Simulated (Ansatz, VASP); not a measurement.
BaZrO3 in VASP and in Ansatz

POSCAR

```
BaZrO3
1.0
    4.2053551806      0.0000000000      0.0000000000
    0.0000000000      4.2053551806      0.0000000000
    0.0000000000      0.0000000000      4.2053551806
Ba Zr O
1 1 3
Direct
    0.0000000000      0.0000000000      0.0000000000
    0.5000000000      0.5000000000      0.5000000000
    0.5000000000      0.5000000000      0.0000000000
    0.5000000000      0.0000000000      0.5000000000
    0.0000000000      0.5000000000      0.5000000000
```

INCAR.step1

```
PREC     = Accurate       # precision mode
ENCUT    = 1480           # plane-wave cutoff, eV
ISMEAR   = 0              # smearing method
SIGMA    = 0.01           # smearing width, eV
LREAL    = F              # projectors in reciprocal space
LASPH    = T              # aspherical terms in the spheres
NELM     = 120            # most SCF steps
NBANDS   = 28             # bands
GGA      = PE             # functional
ALGO     = Normal         # electronic algorithm
EDIFF    = 1E-5           # SCF threshold, eV
LWAVE    = T              # write WAVECAR
LCHARG   = F              # write CHGCAR
GGA_COMPAT= F
```

Contents of INCAR.step2:

```
PREC     = Accurate       # precision mode
ENCUT    = 1480           # plane-wave cutoff, eV
EDIFF    = 1E-6           # SCF threshold, eV
ISMEAR   = 0              # smearing method
SIGMA    = 0.01           # smearing width, eV
LREAL    = F              # projectors in reciprocal space
LASPH    = T              # aspherical terms in the spheres
NELM     = 120            # most SCF steps
ALGO     = Normal         # electronic algorithm
ISIF     = 2              # what is computed and relaxed
LWAVE    = F              # write WAVECAR
LCHARG   = F              # write CHGCAR
METAGGA  = R2SCAN         # meta-GGA
LMIXTAU  = T            
NBANDS   = 28             # bands
ISTART   = 1            
GGA_COMPAT= F
```

File KPOINTS:

```
Automatic mesh
0
Gamma
  6 6 6
```

Input for Ansatz:

```yaml
crystal:
  lattice:
    - [4.2053551806, 0.0, 0.0]
    - [0.0, 4.2053551806, 0.0]
    - [0.0, 0.0, 4.2053551806]
  atoms:
    - { symbol: Ba, position: [0.0, 0.0, 0.0] }
    - { symbol: Zr, position: [0.5, 0.5, 0.5] }
    - { symbol: O, position: [0.5, 0.5, 0.0] }
    - { symbol: O, position: [0.5, 0.0, 0.5] }
    - { symbol: O, position: [0.0, 0.5, 0.5] }
kpoints:
  mp_grid: { grid: [6, 6, 6] }
  band_path:
    path: [[0.0, 0.0, 0.0], [0.0, 0.5, 0.0], [0.5, 0.5, 0.0], [0.5, 0.5, 0.5]]
    npoints: 1
hamiltonian:
  xc: r2scan
scf:
  occupations: { method: fixed }
  n_extra_bands: 5
output:
  forces: true
  stress: true
  eigenvalues: true
```

Alike in both runs: task single point; functional r2SCAN; k mesh 6 × 6 × 6; no spin polarisation.

```csv
,VASP,Ansatz
version,VASP 6.6.1,Ansatz 0.2.0
potentials or method,"VASP PAW PBE potentials, release 64 (Ba_sv, Zr_sv, O_h)","plane waves, PAW"
plane-wave cutoff (eV),1480,500
occupations,"gaussian, width 0.01 eV",fixed
valence electrons in the cell,40,40
```

```csv
,VASP,Ansatz,Ansatz less VASP
gap on the k mesh at the Fermi level (eV),3.69,3.73,+0.041
pressure (GPa),0.9,0.0,-0.90
```

VASP's potentials were made for PBE, not for r2SCAN.

Spin-orbit coupling is off throughout.
